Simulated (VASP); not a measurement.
A run of VASP 6.6.1 is set up as follows.

File INCAR:

```
ALGO = Normal ; EDIFF = 1E-6
ENCUT = 520 ; GGA = PE
ISIF = 2 ; ISMEAR = -1
LASPH = T ; LCHARG = F
LREAL = F ; LWAVE = F
NBANDS = 16 ; NELM = 60
PREC = Accurate ; SIGMA = 0.05
```

KPOINTS

```
k-points
0
Gamma
  13 13 13
```

The input POSCAR:

```
BiB
1.0
    2.6686430020      0.0000000000      0.0000000000
    0.0000000000      2.6686430020      0.0000000000
    0.0000000000      0.0000000000      2.6686430020
B Bi
1 1
Direct
    0.0000000000      0.0000000000      0.0000000000
    0.5000000000      0.5000000000      0.5000000000
```

Potentials or basis: VASP PAW PBE potentials, release 64 (B, Bi_d).

Run with:

```sh
$ cat potpaw_PBE.64/B/POTCAR potpaw_PBE.64/Bi_d/POTCAR > POTCAR
$ mpirun -np 1 vasp_std > vasp.out
```

**Question.** Predict the band gap on the k mesh.

**Answer.** Zero (bands 9 and 10 overlap by 5.91 eV).

**Question.** What does it give for the pressure?

**Answer.** 237.4 GPa.

Caveat: the cell stands under pressure; spin-orbit coupling is left out, which moves the levels of the heavy elements.
